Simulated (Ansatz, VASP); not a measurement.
GaN: VASP beside Ansatz

```
Ga N
1.0
     3.18263    0.00000    0.00000
    -1.59132    2.75624    0.00000
     0.00000    0.00000    5.18535
Ga N
2 2
Direct
  0.33333 0.66667 0.99919
  0.66667 0.33333 0.49919
  0.33333 0.66667 0.37581
  0.66667 0.33333 0.87581
```

Alike in both runs: functional PBEsol; k mesh 12 × 12 × 6; occupations fermi-dirac, width 0.02 eV; no spin polarisation.

Ansatz relaxed the structure, and its values are those at the end. VASP's run is a single point on that final structure, the one shown.

|  | VASP | Ansatz |
| --- | --- | --- |
| version | VASP 6.6.1 | Ansatz 0.2.0 |
| potentials or method | VASP PAW PBE potentials, release 64 (Ga_d, N), cutoff 520 eV | PAW plane waves |
| valence electrons in the cell | 36 | 36 |

```csv
,VASP,Ansatz,Ansatz less VASP
gap on the k mesh at the Fermi level (eV),1.89,1.88,-0.016
pressure (GPa),-0.1,0.0,+0.16
```

VASP's potentials were made for PBE, not for PBEsol, and Ansatz warns of the same on its side.
